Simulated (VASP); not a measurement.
A run of VASP 6.6.1:

Contents of INCAR:

```
SYSTEM = B4As3N
PREC = Accurate
ENCUT = 520
EDIFF = 1E-6
ISMEAR = -1
SIGMA = 0.02
LREAL = .FALSE.
LASPH = .TRUE.
NELM = 100
ALGO = Normal
ISIF = 2
LWAVE = .FALSE.
LCHARG = .FALSE.
GGA = PE
NBANDS = 26
```

The input KPOINTS:

```
Automatic mesh
0
G
  8 8 4
  0 0 0
```

File POSCAR:

```
B4As3N
1.0
    5.2868806163     -1.6176848297     -0.0009197990
    5.2868806163      1.6176848297     -0.0009197990
   -0.9621970518      0.0000000000      5.4992302918
N As B
1 3 4
Direct
    0.0023730212      0.0023730212      0.0111722338
    0.5026640896      0.5026640896      0.4944604628
    0.7445014753      0.7445014753      0.2349074638
    0.2520746292      0.2520746292      0.7678205986
    0.4494810153      0.4494810153      0.8569847457
    0.9454777279      0.9454777279      0.2620814698
    0.1551404705      0.1551404705      0.0566930056
    0.6982875709      0.6982875709      0.5658800198
```

Potentials or basis: VASP PAW PBE potentials, release 64 (N, As, B).

Launch:

```sh
$ cat potpaw_PBE.64/N/POTCAR potpaw_PBE.64/As/POTCAR potpaw_PBE.64/B/POTCAR > POTCAR
$ mpirun -np 1 vasp_std > vasp.out
```

Hardware: 1 thread of Intel Xeon 8259CL, on a shared host.

Q: Estimate the wall time of this run.

A: Run time: 5.5 min on 1 thread of Intel Xeon 8259CL, on a shared host, peak memory 0.36 GiB. Counts: scf iterations 15, k points 78.
